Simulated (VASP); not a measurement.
Wanted: the native input for a VASP 6.6.1 run.

| Property | Result |
| --- | --- |
| Task | relaxation of cell and atoms |
| Functional | PBEsol |
| Potentials or basis | VASP PAW PBE potentials, release 64 (Sb_d_GW) |
| Cutoff | 500 eV |
| k mesh | 8 × 8 × 8 |
| Occupations | gaussian, width 0.1 eV |
| Spin | no spin polarisation |
| Dipole correction | no |
| Further INCAR settings | ALGO = Normal; EDIFF = 1e-07; IBRION = 2; EDIFFG = -0.04; NSW = 90; ISIF = 3 |

The structure of Sb lies in POSCAR:

```
Sb
1.0
   -1.7227677635      1.7227677635      2.6209398324
    1.7227677635     -1.7227677635      2.6209398324
    1.7227677635      1.7227677635     -2.6209398324
Sb
1
Direct
    0.0000000000      0.0000000000      0.0000000000
```

These files were run (other wordings do the same):

INCAR

```
SYSTEM = Sb
  PREC = Accurate
  ENCUT = 500
  EDIFF = 1E-7
  ISMEAR = 0
  SIGMA = 0.1
  LREAL = .False.
  LASPH = .True.
  NELM = 120
  ALGO = Normal
  ISIF = 3
  LWAVE = .False.
  LCHARG = .False.
  GGA = PS
  IBRION = 2
  NSW = 90
  EDIFFG = -0.04
  GGA_COMPAT = .False.
  NELMIN = 4
```

KPOINTS

```
regular mesh
0
Gamma
  8 8 8
  0 0 0
```

Potentials or basis: VASP PAW PBE potentials, release 64 (Sb_d_GW).

The run is started by

```bash
$ cat potpaw_PBE.64/Sb_d_GW/POTCAR > POTCAR
$ mpirun -np 1 vasp_std > vasp.out
```

It gave:

| Property | Result |
| --- | --- |
| Relaxed volume | 26.66 Å³/atom |
| Relaxed cell | a = 3.542 Å, b = 3.542 Å, c = 3.542 Å, α = 128.23°, β = 128.23°, γ = 76.25° |
| Space group after relaxing (to 0.1 Å) | I4/mmm (No. 139) |
| Energy gained by relaxing | 151.2 meV/atom |
| Ionic steps | 11 |
| Pressure after relaxing | -0.2 GPa |
| Band gap on the k mesh | zero (an odd number of electrons rules out a gap without spin polarisation) |

Caveat: the PAW data sets were made with another functional, which shifts forces and pressure a little; spin-orbit coupling is left out, which moves the levels of the heavy elements; an odd number of electrons without spin polarisation forces a metal; a magnetic or distorted state may lie lower.

It took 3.5 min on 1 thread of Intel(R) Xeon(R) Platinum 8375C CPU @ 2.90GHz (Ice Lake), with other jobs on the host, peak memory 0.2 GiB.
